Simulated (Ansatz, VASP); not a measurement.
Two plane-wave programs on Ag

The input POSCAR:

```
Ag
1.0
    2.9299980804      0.0000000000      0.0000000000
   -1.4649990402      2.5374527707      0.0000000000
    0.0000000000      0.0000000000      4.4307500000
Ag
2
Direct
    0.3333333333      0.6666666667      0.2500000000
    0.6666666667      0.3333333333      0.7500000000
```

File INCAR.step1:

```
SYSTEM = Ag
PREC = Accurate
ENCUT = 520
ISMEAR = 0
SIGMA = 0.15
LREAL = .FALSE.
LASPH = .TRUE.
NELM = 60
NBANDS = 18
GGA = PE
ALGO = Normal
EDIFF = 1E-4
LWAVE = .TRUE.
LCHARG = .FALSE.
```

File INCAR.step2:

```
SYSTEM = Ag
PREC = Accurate
ENCUT = 520
EDIFF = 1E-7
ISMEAR = 0
SIGMA = 0.15
LREAL = .FALSE.
LASPH = .TRUE.
NELM = 60
ALGO = Normal
ISIF = 2
LWAVE = .FALSE.
LCHARG = .FALSE.
METAGGA = R2SCAN
LMIXTAU = .TRUE.
NBANDS = 18
ISTART = 1
```

Contents of KPOINTS:

```
regular mesh
0
G
  18 18 10
  0 0 0
```

Input for Ansatz:

```yaml
crystal:
  lattice:
    - [2.9299980804, 0.0, 0.0]
    - [-1.4649990402, 2.5374527707, 0.0]
    - [0.0, 0.0, 4.43075]
  atoms:
    - { symbol: Ag, position: [0.3333333333, 0.6666666667, 0.25] }
    - { symbol: Ag, position: [0.6666666667, 0.3333333333, 0.75] }
basis:
  ecutwfc: 500
kpoints:
  mp_grid: { grid: [18, 18, 10] }
hamiltonian:
  xc: r2scan
scf:
  occupations: { method: gaussian, width: 0.15 }
output:
  forces: true
  stress: true
  eigenvalues: true
```

Change from the starting cell: strain -0.0750 x Voigt [0, 0, 1, 0, 0, 0], atoms carried along.

Alike in both runs: task single point; functional r2SCAN; k mesh 18 × 18 × 10; occupations gaussian, width 0.15 eV; no spin polarisation.

|  | VASP | Ansatz |
| --- | --- | --- |
| version | VASP 6.6.1 | Ansatz 0.2.0 |
| potentials or method | VASP PAW PBE potentials, release 64 (Ag), cutoff 520 eV | scalar-relativistic, plane waves, PAW |
| valence electrons in the cell | 22 | 38 |

```csv
,VASP,Ansatz,Ansatz less VASP
gap on the k mesh at the Fermi level (eV),none,none,-
pressure (GPa),7.1,6.9,-0.24
"traceless stress, the component that is largest in VASP (GPa)",6.43,6.33,-0.097
```

VASP's potentials were made for PBE, not for r2SCAN. A gap of «none» marks a metal or a gap that the smearing closes. VASP's potentials hold 22 valence electrons a cell and Ansatz's 38, so a difference there can come from the potentials and not from the codes.
